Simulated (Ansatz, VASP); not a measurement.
Two plane-wave programs on Mg2Zr3

Contents of INCAR:

```
SYSTEM = Mg2Zr3
ALGO = Fast ; EDIFF = 1E-6
ENCUT = 520 ; GGA = PE
ISIF = 2 ; ISMEAR = 0
LASPH = .TRUE. ; LCHARG = .FALSE.
LREAL = .FALSE. ; LWAVE = .FALSE.
NBANDS = 28 ; NELM = 60
PREC = Accurate ; SIGMA = 0.1
```

The input KPOINTS:

```
k-points
0
G
  8 8 6
  0 0 0
```

POSCAR

```
Mg2Zr3
1.0
    5.6782201555      0.0000000000      0.0000000000
    0.0000000000      5.6782201555      0.0000000000
    0.0000000000      0.0000000000      7.5747706581
Mg Zr
2 3
Direct
    0.0000000000      0.5000000000      0.0000000000
    0.5000000000      0.0000000000      0.0000000000
    0.0000000000      0.0000000000      0.0000000000
    0.0000000000      0.0000000000      0.3218572073
    0.0000000000      0.0000000000      0.6781427927
```

Input for Ansatz:

```yaml
crystal:
  lattice:
    - [5.6782201555, 0.0, 0.0]
    - [0.0, 5.6782201555, 0.0]
    - [0.0, 0.0, 7.5747706581]
  atoms:
    - { symbol: Mg, position: [0.0, 0.5, 0.0] }
    - { symbol: Mg, position: [0.5, 0.0, 0.0] }
    - { symbol: Zr, position: [0.0, 0.0, 0.0] }
    - { symbol: Zr, position: [0.0, 0.0, 0.3218572073] }
    - { symbol: Zr, position: [0.0, 0.0, 0.6781427927] }
basis:
  ecutwfc: 420
kpoints:
  mp_grid: { grid: [8, 8, 6] }
  band_path:
    path:
      - [[0.0, 0.0, 0.0], [0.0, 0.5, 0.0], [0.5, 0.5, 0.0], [0.0, 0.0, 0.0], [0.0, 0.0, 0.5], [0.0, 0.5, 0.5], [0.5, 0.5, 0.5], [0.0, 0.0, 0.5]]
      - [[0.0, 0.5, 0.0], [0.0, 0.5, 0.5]]
      - [[0.5, 0.5, 0.0], [0.5, 0.5, 0.5]]
    npoints: 14
hamiltonian:
  xc: pbe
scf:
  occupations: { method: gaussian, width: 0.1 }
  n_extra_bands: 12
output:
  forces: true
  stress: true
  eigenvalues: true
  populations: true
  dos: { projected: true, de: 0.02, nscf_kmesh: { grid: [10, 10, 8] } }
  bader: true
  write_density: true
  write_potential: true
  elf: true
  volumetric_format: npy
```

Alike in both runs: task single point; functional PBE; k mesh 8 × 8 × 6; occupations gaussian, width 0.1 eV; no spin polarisation.

|  | VASP | Ansatz |
| --- | --- | --- |
| version | VASP 6.6.1 | Ansatz 0.2.0 |
| potentials or method | VASP PAW PBE potentials, release 64 (Mg, Zr_sv), cutoff 520 eV | scalar-relativistic, plane waves, PAW |
| valence electrons in the cell | 40 | 56 |

```csv
,VASP,Ansatz,Ansatz less VASP
gap on the k mesh at the Fermi level (eV),none,none,-
pressure (GPa),0.0,0.0,-0.03
"traceless stress, the component that is largest in VASP (GPa)",0.13,0.02,-0.109
rms of the force components (eV/Å),0.012,0.000,-0.0119
```

Atom by atom the forces differ by 0.012 eV/Å (rms over components). A gap of «none» marks a metal or a gap that the smearing closes. The functional is the same, so the differences come from potentials, cutoffs and numerics. VASP's potentials hold 40 valence electrons a cell and Ansatz's 56, so a difference there can come from the potentials and not from the codes.
